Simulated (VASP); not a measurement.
Set up this calculation in VASP 6.6.1, as the native input.

```
Task                   : single point
Functional             : PBE
Potentials or basis    : VASP PAW PBE potentials, release 64 (Sc_sv)
Cutoff                 : 520 eV
k mesh                 : 11 × 11 × 11
Occupations            : methfessel-paxton, width 0.1 eV
Spin                   : no spin polarisation
Dipole correction      : no
Further INCAR settings : ALGO = Normal; EDIFF = 1e-06; NBANDS = 12
```

The structure of Sc lies in POSCAR:

```
Sc
1.0
    0.0000000000      2.2600000000      2.2600000000
    2.2600000000      0.0000000000      2.2600000000
    2.2600000000      2.2600000000      0.0000000000
Sc
1
Direct
    0.0000000000      0.0000000000      0.0000000000
```

This isn't the form of Sc at room conditions, which is hcp.

The input as run:

INCAR

```
SYSTEM = Sc
ALGO = Normal ; EDIFF = 1E-6
ENCUT = 520 ; GGA = PE
ISIF = 2 ; ISMEAR = 1
LASPH = .True. ; LCHARG = .True.
LELF = .True. ; LREAL = .False.
LVHAR = .True. ; LWAVE = .False.
NBANDS = 12 ; NELM = 60
PREC = Accurate ; SIGMA = 0.1
```

KPOINTS

```
k-points
0
Gamma
  11 11 11
  0 0 0
```

Potentials or basis: VASP PAW PBE potentials, release 64 (Sc_sv).

The run is started by

```sh
$ cat potpaw_PBE.64/Sc_sv/POTCAR > POTCAR
$ mpirun -np 1 vasp_std > vasp.out
```

Results of the run:

| Quantity | Value |
| --- | --- |
| Pressure | 3.7 GPa |
| Band gap on the k mesh | zero (an odd number of electrons rules out a gap without spin polarisation) |

Caveat: the cell stands under pressure.

Run time: 11 s on 1 thread of Intel(R) Xeon(R) Platinum 8259CL CPU @ 2.50GHz (Skylake/Cascade Lake), with other jobs on the host, peak memory 0.14 GiB.
